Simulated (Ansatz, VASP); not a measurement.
**Two plane-wave programs on Al2Cu**

```xyz
3
Lattice="3.8041 0.0000 0.0000 0.0000 3.8041 0.0000 0.0000 0.0000 3.1867" Properties=species:S:1:pos:R:3 pbc="T T T"
Al    1.9021    0.0000    1.5933
Al    0.0000    1.9021    1.5933
Cu    0.0000    0.0000    0.0000
```

Alike in both runs: task single point; functional LDA; k mesh 14 × 14 × 18; occupations gaussian, width 0.15 eV; no spin polarisation.

|  | VASP | Ansatz |
| --- | --- | --- |
| version | VASP 6.6.1 | Ansatz 0.2.0 |
| potentials or method | VASP PAW LDA potentials, release 64 (Al, Cu), cutoff 520 eV | scalar-relativistic, plane waves, PAW |
| valence electrons in the cell | 17 | 25 |

```csv
,VASP,Ansatz,Ansatz less VASP
gap on the k mesh at the Fermi level (eV),none,none,-
pressure (GPa),2.4,2.0,-0.39
"traceless stress, the component that is largest in VASP (GPa)",-8.65,-8.71,-0.057
```

LDA's correlation is that of Perdew and Zunger in VASP and of Perdew and Wang (1992) in Ansatz. A gap of «none» marks a metal or a gap that the smearing closes. VASP's potentials hold 17 valence electrons a cell and Ansatz's 25, so a difference there can come from the potentials and not from the codes.
